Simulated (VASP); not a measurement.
A run of VASP 6.6.1 is set up as follows.

The input INCAR:

```
  PREC = Accurate
  ENCUT = 600
  EDIFF = 1E-7
  ISMEAR = 0
  SIGMA = 0.1
  LREAL = F
  LASPH = T
  NELM = 100
  ALGO = Normal
  ISIF = 3
  LWAVE = F
  LCHARG = F
  GGA = PE
  IBRION = 2
  NSW = 90
  EDIFFG = -0.04
```

Contents of KPOINTS:

```
Automatic mesh
0
Gamma
  6 6 6
```

Contents of POSCAR:

```
Cu2Rh
1.0
   -1.8334336997      1.8334336997      3.0070197954
    1.8334336997     -1.8334336997      3.0070197954
    1.8334336997      1.8334336997     -3.0070197954
Cu Rh
2 1
Direct
    0.5930000000      0.5930000000      0.0000000000
    0.4070000000      0.4070000000      0.0000000000
    0.0000000000      0.0000000000      0.0000000000
```

Potentials or basis: VASP PAW PBE potentials, release 64 (Cu, Rh_pv).

Run with:

```bash
$ cat potpaw_PBE.64/Cu/POTCAR potpaw_PBE.64/Rh_pv/POTCAR > POTCAR
$ mpirun -np 1 vasp_std > vasp.out
```

**Question.** Estimate the space group after relaxing (to 0.05 Å).

**Answer.** I4/mmm (No. 139).

**Question.** Predict the relaxed cell.

**Answer.** a = 4.868 Å, b = 4.868 Å, c = 4.868 Å, α = 144.68°, β = 144.68°, γ = 50.81°.

**Question.** Estimate the relaxed volume.

**Answer.** 12.78 Å³/atom.

Step by step:
```
step  energy change (eV)  largest force (eV/Å)  pressure (GPa)  volume (Å³)
   1              0.0000               38.6577           59.03        40.43
   2            141.6823              430.0787          588.27        69.39
   3             -4.5302               27.2070           93.32        44.65
   4             -5.6956               25.8937           91.02        43.87
   5             -7.8567               23.1682           86.72        42.15
   6             -8.7829               21.7478           85.14        41.29
   7             -9.2009               20.9909           84.63        40.86
   8             -9.3970               20.5968           84.46        40.65
   9             -9.4916               20.3935           84.40        40.54
  10             -9.5380               20.2903           84.37        40.49
  11             -9.5610               20.2380           84.39        40.46
  12             -9.5724               20.2120           84.38        40.45
  13             -9.5781               20.1991           84.37        40.44
  14             -9.5810               20.1925           84.38        40.44
  15             -9.5824               20.1892           84.42        40.43
  16             -9.5831               20.1876           84.35        40.43
  17             -9.5835               20.1866           84.40        40.43
  18             -9.5837               20.1865           84.41        40.43
  19             -9.5837               20.1861           84.40        40.43
  20             -1.7043                0.0096          -84.63        83.95
  21            -15.5869                1.0587          -14.51        64.20
  22            -15.7817                1.7218          -10.85        61.84
  23            -15.8191                2.1408           -8.96        60.64
  24            -15.8224                2.2913           -8.33        60.25
  25            -16.6965                2.5962           -5.05        52.04
  26            -17.4708                4.1049           18.34        39.77
  27            -18.0511                3.7676           15.51        38.75
  28            -19.2979                1.6940           15.43        35.74
  29            -13.1157               11.8435          162.05        30.01
  30            -19.3786                1.1048           16.86        35.35
  31            -19.3945                0.6630           18.90        35.02
  32            -19.5590                0.6668            1.56        37.89
  33            -19.5599                0.6656            0.32        38.15
  34            -19.5746                0.5293            0.31        38.15
  35            -19.5988                0.1244            0.41        38.16
  36            -19.6003                0.0040            0.61        38.16
  37            -19.6003                0.0089            0.63        38.16
  38            -19.6005                0.0027           -0.27        38.35
```

Caveat: the k points lie up to 0.50 Å⁻¹ apart in the final cell.
